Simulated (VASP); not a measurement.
Input of a VASP 6.6.1 run:

INCAR

```
SYSTEM = Ho
PREC     = Accurate       ! precision mode
ENCUT    = 520            ! plane-wave cutoff, eV
EDIFF    = 1E-6           ! SCF threshold, eV
ISMEAR   = 0              ! smearing method
SIGMA    = 0.05           ! smearing width, eV
LREAL    = .FALSE.        ! projectors in reciprocal space
LASPH    = .TRUE.         ! aspherical terms in the spheres
NELM     = 150            ! most SCF steps
ALGO     = Normal         ! electronic algorithm
ISIF     = 2              ! what is computed and relaxed
LWAVE    = .FALSE.        ! write WAVECAR
LCHARG   = .FALSE.        ! write CHGCAR
ISPIN    = 2              ! spin polarisation
MAGMOM   = 4              ! initial moments
LORBIT   = 11             ! projections on sites
LMAXMIX  = 6              ! l up to which the mixer works
GGA      = PE             ! functional
NBANDS   = 20             ! bands
```

The input KPOINTS:

```
Automatic mesh
0
G
  8 8 8
  0 0 0
```

POSCAR

```
Ho
1.0
    0.0000000000      2.4984643903      2.4984643903
    2.4984643903      0.0000000000      2.4984643903
    2.4984643903      2.4984643903      0.0000000000
Ho
1
Direct
    0.0000000000      0.0000000000      0.0000000000
```

Potentials or basis: VASP PAW PBE potentials, release 64 (Ho).

Run with:

```sh
$ cat potpaw_PBE.64/Ho/POTCAR > POTCAR
$ mpirun -np 1 vasp_std > vasp.out
```

Problem. What does it give for the site moments?

Solution. Ho +3.46 μB.

Problem. Estimate the net moment.

Solution. 3.55 μB per cell.

Caveat: the magnetic or orbital state may not be the lowest. The state reached can hang on the start; a lower one may exist.
